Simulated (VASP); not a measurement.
# WS2 in VASP: a series of runs

Runs on WS2. Level: PBE+D3(BJ). Tasks: single point.

Program: VASP 6.6.1. These are calculated values, not measurements. Logs are shortened: lines on timing, memory, paths and dates and some standing lists are left out, and cuts for length are marked.

### 1 The cell of the first run

The cell holds a slab with vacuum, 6 atoms: a = 3.160 Å, b = 3.160 Å, c = 23.804 Å, α = 90.00°, β = 90.00°, γ = 120.00°.

### 2 Single point, PBE+D3(BJ)

The input, INCAR:

```
SYSTEM = WS2
PREC = Accurate
ENCUT = 520
EDIFF = 1E-7
ISMEAR = 0
SIGMA = 0.05
LREAL = .FALSE.
LASPH = .TRUE.
NELM = 80
ALGO = Normal
ISIF = 2
LWAVE = .FALSE.
LCHARG = .FALSE.
LDIPOL = .TRUE.
IDIPOL = 3
DIPOL = 0.5 0.5 0.398
GGA = PE
IVDW = 12
NBANDS = 35
```

The input, KPOINTS:

```
regular mesh
0
G
  9 9 1
  0 0 0
```

The input, POSCAR:

```
WS2
1.0
    3.1595456883      0.0000000000      0.0000000000
   -1.5797728441      2.7362468304      0.0000000000
    0.0000000000      0.0000000000     23.8042572081
S W
4 2
Direct
    0.3333333333      0.6666666667      0.1890418155
    0.3333333333      0.6666666667      0.3214605076
    0.3333333333      1.1666666667      0.4743743317
    0.3333333333      1.1666666667      0.6067930237
    0.6666666667      0.3333333333      0.2552511585
    0.0000000000      1.5000000000      0.5405836746
```

Potentials or basis: VASP PAW PBE potentials, release 64 (S, W_sv).

On the command line:

```sh
> cat potpaw_PBE.64/S/POTCAR potpaw_PBE.64/W_sv/POTCAR > POTCAR
> mpirun -np 1 vasp_std > vasp.out
```

OUTCAR:

```text
SYSTEM = WS2
   PREC = Accurate
   ENCUT = 520
   EDIFF = 1E-7
   ISMEAR = 0
   LREAL = .FALSE.
   LASPH = .TRUE.
   NELM = 80
   ISIF = 2
   GGA = PE
   IVDW = 12
 IVDW          = 12

 ion  position               nearest neighbor table
   1  0.333  0.667  0.189-   5 2.41   5 2.41   5 2.41
   2  0.333  0.667  0.321-   5 2.41   5 2.41   5 2.41
   3  0.333  0.167  0.474-   6 2.41   6 2.41   6 2.41
   4  0.333  0.167  0.607-   6 2.41   6 2.41   6 2.41
   5  0.667  0.333  0.255-   1 2.41   1 2.41   1 2.41   2 2.41   2 2.41   2 2.41
   6  0.000  0.500  0.541-   3 2.41   3 2.41   3 2.41   4 2.41   4 2.41   4 2.41

  LATTYP: Found a hexagonal cell.
 ALAT       =     3.1595456883
 C/A-ratio  =     7.5340759579

  Lattice vectors:

 A1 = (   3.1595456883,   0.0000000000,   0.0000000000)
 A2 = (  -1.5797728441,   2.7362468304,   0.0000000000)
 A3 = (   0.0000000000,   0.0000000000,  23.8042572081)

Analysis of symmetry for initial positions (statically):
=====================================================================
 Subroutine PRICEL returns:
 Original cell was already a primitive cell.

 Routine SETGRP: Setting up the symmetry group for a
 hexagonal supercell.

 Subroutine GETGRP returns: Found  4 space group operations
 (whereof  2 operations were pure point group operations)
 out of a pool of 24 trial point group operations.

The static configuration has the point symmetry C_1h.
 The point group associated with its full space group is C_2h.

Analysis of symmetry for dynamics (positions and initial velocities):
=====================================================================
 Subroutine PRICEL returns:
 Original cell was already a primitive cell.

 Routine SETGRP: Setting up the symmetry group for a
 hexagonal supercell.

 Subroutine GETGRP returns: Found  4 space group operations
 (whereof  2 operations were pure point group operations)
 out of a pool of 24 trial point group operations.

The dynamic configuration has the point symmetry C_1h.
 The point group associated with its full space group is C_2h.

 Subroutine INISYM returns: Found  4 space group operations
 (whereof  2 operations are pure point group operations),
 and found     1 'primitive' translations

----------------------------------------------------------------------------------------

                                     Primitive cell

  volume of cell :     205.7949

  direct lattice vectors                    reciprocal lattice vectors
[... 105 lines left out ...]
   NELECT =      52.0000    total number of electrons
   NUPDOWN=      -1.0000    fix difference up-down
   EMIN   =  10.00;   EMAX   =-10.00  energy-range for DOS
   EFERMI =   0.00;   METHOD = LEGACY
   ISMEAR =     0;   SIGMA  =   0.05  broadening in eV -4-tet -1-fermi 0-gaus
   EFERMI_NEDOS =   21; number of points for ismear=-14 and -15
   IALGO  =     38    algorithm
   IMIX   =      4    mixing-type and parameters
     AMIX     =   0.40;   BMIX     =  1.00
     AMIX_MAG =   1.60;   BMIX_MAG =  1.00
  volume/ion in A,a.u.               =      34.30       231.46
  Fermi-wavevector in a.u.,A,eV,Ry     =   1.034978  1.955825 14.574280  1.071179
  Thomas-Fermi vector in A             =   2.169299
   LORBIT       =      0    0 simple, 1 ext, 2 COOP (PROOUT), +10 PAW based schemes
   GGA     = PE    functional components
   LHFCALC =     F    Hartree Fock is set to
   AEXX    =    0.0000 exact exchange contribution
   IVDW    =    12    specifies the selected vdW correction
   LEPSILON=     F    determine dielectric tensor
   LRPA    =     F    only Hartree local field effects (RPA)
 non-spin polarized calculation
 Gauss-broadening in eV      SIGMA  =   0.05
  energy-cutoff  :      520.00
  volume of cell :      205.79
 maximum number of plane-waves:      5566
   NGX = 11   NGY = 11   NGZ = 89

 dipolmoment           0.000000      0.000000      0.000008 electrons x Angstroem

 number of electron      51.9999994 magnetization

 dipolmoment           0.000000      0.000000     -0.000003 electrons x Angstroem

 Free energy of the ion-electron system (eV)
  ---------------------------------------------------
  ext. energy  EPLUGINS =         0.00000000
  ---------------------------------------------------
  free energy    TOTEN  =       -47.32789261 eV

  energy without entropy =      -47.32789261  energy(sigma->0) =      -47.32789261

 E-fermi :   1.3649     XC(G=0):  -6.1838

 val. band max:        0.9190173905   @ k =   0.0000   0.0000   0.0000
 cond. band min:       2.7354952171   @ k =   0.3333   0.3333   0.0000
 fundamental gap:      1.8164778266
 Fermi energy:         1.3648762008

 k-point     1 :       0.0000    0.0000    0.0000
  band No.  band energies     occupation
      1     -73.1947      2.00000
      2     -73.1947      2.00000
      3     -37.4465      2.00000
      4     -37.4465      2.00000
      5     -37.2722      2.00000
      6     -37.2722      2.00000
[... 901 lines left out ...]
     34       6.1262      0.00000
     35       7.0222      0.00000

 [... further k-points ...]

------------------------ aborting loop because EDIFF is reached ----------------------------------------

 vacuum level on the upper side and lower side of the slab       (xc-potential included)        -0.090        -0.090

 Edisp (eV)   -2.08241

 E8    (eV) :    -0.9048

  FORCE on cell =-STRESS in cart. coord.  units (eV):
  Direction    XX          YY          ZZ          XY          YZ          ZX
  --------------------------------------------------------------------------------------
  -------------------------------------------------------------------------------------
  Total      -0.21531    -0.19892    -0.66250    -0.01419     0.01023     0.01772
  in kB      -1.67624    -1.54867    -5.15775    -0.11048     0.07964     0.13795
  external pressure =       -2.79 kB  Pullay stress =        0.00 kB

 VOLUME and BASIS-vectors are now :
 -----------------------------------------------------------------------------
  energy-cutoff  :      520.00
  volume of cell :      205.79
      direct lattice vectors                 reciprocal lattice vectors
     3.159545688  0.000000000  0.000000000     0.316501199  0.182732053  0.000000000
    -1.579772844  2.736246830  0.000000000     0.000000000  0.365464105  0.000000000
     0.000000000  0.000000000 23.804257208     0.000000000  0.000000000  0.042009292

 POSITION                                       TOTAL-FORCE (eV/Angst)
 -----------------------------------------------------------------------------------
     -0.00000      1.82416      4.50000         0.000769      0.000444      0.004175
     -0.00000      1.82416      7.65213        -0.002175     -0.001256      0.066482
      0.78989      0.45604     11.29213         0.002175      0.001256     -0.066482
      0.78989      0.45604     14.44426        -0.000769     -0.000444     -0.004175
      1.57977      0.91208      6.07606        -0.002473     -0.001428      0.043889
     -0.78989      1.36812     12.86819         0.002473      0.001428     -0.043889
 -----------------------------------------------------------------------------------
    total drift:                                0.000000      0.000000     -0.000387

  FREE ENERGIE OF THE ION-ELECTRON SYSTEM (eV)
  ---------------------------------------------------
  free  energy   TOTEN  =       -49.4103052383 eV

  energy  without entropy=      -49.4103052383  energy(sigma->0) =      -49.41030524

 vacuum level on the upper side and lower side of the slab         6.393         6.392
```

stdout:

```text
POSCAR found type information on POSCAR S W
 POSCAR found :  2 types and       6 ions
 scaLAPACK will be used
 LDA part: xc-table for (Slater+PW92), standard interpolation
 POSCAR, INCAR and KPOINTS ok, starting setup
 FFT: planning ... GRIDC
 FFT: planning ... GRID_SOFT
 FFT: planning ... GRID
 WAVECAR not read
 entering main loop
```

Wall time 3.2 min (1 thread of Intel Xeon Platinum 8488C (Sapphire Rapids), shared host); peak memory 0.39 GiB.

Results:

```yaml
Free_energy: -49.4103 eV
Largest_force: 0.067 eV/Å
Band_gap_on_the_k_mesh: 1.82 eV, indirect (least direct gap 1.91 eV)
Dispersion_energy_per_atom: -0.347 eV
```

Forces in eV/Å, atoms in the order of the input:
```
S    0.001  0.000  0.004
S   -0.002 -0.001  0.066
S    0.002  0.001 -0.066
S   -0.001  0.000 -0.004
W   -0.002 -0.001  0.044
W    0.002  0.001 -0.044
```

Levels at points of the mesh, in eV from the valence-band top:
| k point | band 23 | band 24 | band 25 | band 26 | band 27 | band 28 | band 29 | band 30 |
| --- | --- | --- | --- | --- | --- | --- | --- | --- |
| (0.00, 0.00, 0.00) | -1.67 | -1.67 | -0.40 | 0.00 | 2.81 | 2.82 | 2.83 | 2.84 |

Caveat: spin-orbit coupling is left out, which moves the levels of the heavy elements.

### 3 Single point, PBE+D3(BJ)

The input, INCAR:

```
SYSTEM = WS2
ALGO = Normal
DIPOL = 0.5 0.5 0.398
EDIFF = 1E-6
ENCUT = 520
GGA = PE
IDIPOL = 3
ISIF = 2
ISMEAR = 0
IVDW = 12
LASPH = .TRUE.
LCHARG = .TRUE.
LDIPOL = .TRUE.
LELF = .TRUE.
LREAL = .FALSE.
LVACPOTAV = .TRUE.
LVHAR = .TRUE.
LWAVE = .FALSE.
NBANDS = 35
NELM = 60
PREC = Accurate
SIGMA = 0.05
```

The input, KPOINTS:

```
k-points
0
G
  9 9 1
  0 0 0
```

The input, POSCAR:

```
WS2
1.0
    3.1595456883      0.0000000000      0.0000000000
   -1.5797728441      2.7362468304      0.0000000000
    0.0000000000      0.0000000000     23.8042572081
S W
4 2
Direct
    0.3333333333      0.6666666667      0.1890418155
    0.3333333333      0.6666666667      0.3214605076
    0.5000000000      1.0000000000      0.4743743317
    0.5000000000      1.0000000000      0.6067930237
    0.6666666667      0.3333333333      0.2552511585
    0.1666666667      1.3333333333      0.5405836746
```

Potentials or basis: VASP PAW PBE potentials, release 64 (S, W_sv).

On the command line:

```sh
> cat potpaw_PBE.64/S/POTCAR potpaw_PBE.64/W_sv/POTCAR > POTCAR
> mpirun -np 1 vasp_std > vasp.out
```

Run time: 4 min. Hardware: 1 thread of Intel Xeon Platinum 8488C (Sapphire Rapids), shared host; peak memory 0.38 GiB.

The run converged. Its results:

```yaml
Free_energy: -49.4041 eV
Largest_force: 0.051 eV/Å
Band_gap_on_the_k_mesh: 1.81 eV, indirect (least direct gap 1.91 eV)
Dispersion_energy_per_atom: -0.347 eV
```

Forces in eV/Å, atoms in the order of the input:
```
S    0.000  0.001  0.004
S    0.000 -0.014  0.049
S    0.000  0.014 -0.049
S    0.000 -0.001 -0.004
W    0.000 -0.008  0.039
W    0.000  0.008 -0.039
```

Levels at points of the mesh, in eV from the valence-band top:
| k point | band 24 | band 25 | band 26 | band 27 | band 28 | band 29 |
| --- | --- | --- | --- | --- | --- | --- |
| (0.00, 0.00, 0.00) | -1.68 | -0.41 | 0.00 | 2.81 | 2.81 | 2.82 |

Caveat: spin-orbit coupling is left out, which moves the levels of the heavy elements.

### 4 Single point, PBE+D3(BJ)

The input, INCAR:

```
SYSTEM = WS2
ALGO     = Normal         ! electronic algorithm
DIPOL    = 0.5 0.5 0.398
EDIFF    = 1E-7           ! SCF threshold, eV
ENCUT    = 520            ! plane-wave cutoff, eV
GGA      = PE             ! functional
IDIPOL   = 3            
ISIF     = 2              ! what is computed and relaxed
ISMEAR   = 0              ! smearing method
IVDW     = 12             ! dispersion correction
LASPH    = .True.         ! aspherical terms in the spheres
LCHARG   = .False.        ! write CHGCAR
LDIPOL   = .True.       
LREAL    = .False.        ! projectors in reciprocal space
LWAVE    = .False.        ! write WAVECAR
NBANDS   = 35             ! bands
NELM     = 60             ! most SCF steps
PREC     = Accurate       ! precision mode
SIGMA    = 0.05           ! smearing width, eV
```

The input, KPOINTS:

```
k-points
0
Gamma
  9 9 1
  0 0 0
```

The input, POSCAR:

```
WS2
1.0
    3.1595456883      0.0000000000      0.0000000000
   -1.5797728441      2.7362468304      0.0000000000
    0.0000000000      0.0000000000     23.8042572081
S W
4 2
Direct
    0.3333333333      0.6666666667      0.1890418155
    0.3333333333      0.6666666667      0.3214605076
    0.6666666667      0.8333333333      0.4743743317
    0.6666666667      0.8333333333      0.6067930237
    0.6666666667      0.3333333333      0.2552511585
    0.3333333333      1.1666666667      0.5405836746
```

On the command line:

```sh
> cat potpaw_PBE.64/S/POTCAR potpaw_PBE.64/W_sv/POTCAR > POTCAR
> mpirun -np 1 vasp_std > vasp.out
```

Run time: 5.3 min. Hardware: 1 thread of Intel Xeon Platinum 8488C (Sapphire Rapids), shared host; peak memory 0.37 GiB.

Results (log left out):

```
Free energy                : -49.4024 eV
Largest force              : 0.046 eV/Å
Band gap on the k mesh     : 1.81 eV, indirect (least direct gap 1.92 eV)
Dispersion energy per atom : -0.347 eV
```

Forces on the atoms (eV/Å):
```
S    0.000  0.000  0.004
S   -0.010 -0.006  0.044
S    0.010  0.006 -0.044
S    0.000  0.000 -0.004
W   -0.004 -0.002  0.040
W    0.004  0.002 -0.040
```

Levels at points of the mesh, in eV from the valence-band top:
```
           k point  band 22  band 23  band 24  band 25  band 26  band 27  band 28  band 29  band 30  band 31
(0.00, 0.00, 0.00)    -1.69    -1.68    -1.68    -0.42     0.00     2.82     2.82     2.82     2.82     2.94
```

Caveat: spin-orbit coupling is left out, which moves the levels of the heavy elements.
